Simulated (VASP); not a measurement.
Set up this calculation in VASP 6.6.1, as the native input.

| Quantity | Value |
| --- | --- |
| Task | single point |
| Functional | LDA |
| Potentials or basis | VASP PAW LDA potentials, release 64 (Ta_sv_GW, N) |
| Cutoff | 700 eV |
| k mesh | 15 × 15 × 10 |
| Occupations | gaussian, width 0.1 eV |
| Spin | no spin polarisation |
| Dipole correction | no |
| Further INCAR settings | ALGO = Normal; EDIFF = 1e-06; NBANDS = 22 |

The structure of Ta2N lies in POSCAR:

```
Ta2N
1.0
    2.9560895471     -0.0000000027      0.0000000000
   -1.4780447712      2.5600486450      0.0000000000
    0.0000000000      0.0000000000      4.6738557456
Ta N
2 1
Direct
    0.6666666667      0.3333333333      0.7416852982
    0.3333333333      0.6666666667      0.2583147018
    0.0000000000      0.0000000000      0.0000000000
```

The input as run:

INCAR

```
SYSTEM = Ta2N
PREC = Accurate
ENCUT = 700
EDIFF = 1E-6
ISMEAR = 0
SIGMA = 0.1
LREAL = .False.
LASPH = .True.
NELM = 120
ALGO = Normal
ISIF = 2
LWAVE = .False.
LCHARG = .False.
GGA = CA
NBANDS = 22
GGA_COMPAT = .False.
```

KPOINTS

```
Automatic mesh
0
Gamma
  15 15 10
  0 0 0
```

Potentials or basis: VASP PAW LDA potentials, release 64 (Ta_sv_GW, N).

Command:

```sh
$ cat potpaw_LDA.64/Ta_sv_GW/POTCAR potpaw_LDA.64/N/POTCAR > POTCAR
$ mpirun -np 1 vasp_std > vasp.out
```

It gave:

```json
{
  "Pressure": "36.1 GPa",
  "Largest force": "0.056 eV/Å",
  "Band gap on the k mesh": "zero (an odd number of electrons rules out a gap without spin polarisation)"
}
```

Caveat: the cell stands under pressure; spin-orbit coupling is left out, which moves the levels of the heavy elements.

It took 7.5 min on 1 thread of Intel(R) Xeon(R) Platinum 8259CL CPU @ 2.50GHz (Skylake/Cascade Lake) (shared host), peak memory 0.38 GiB.
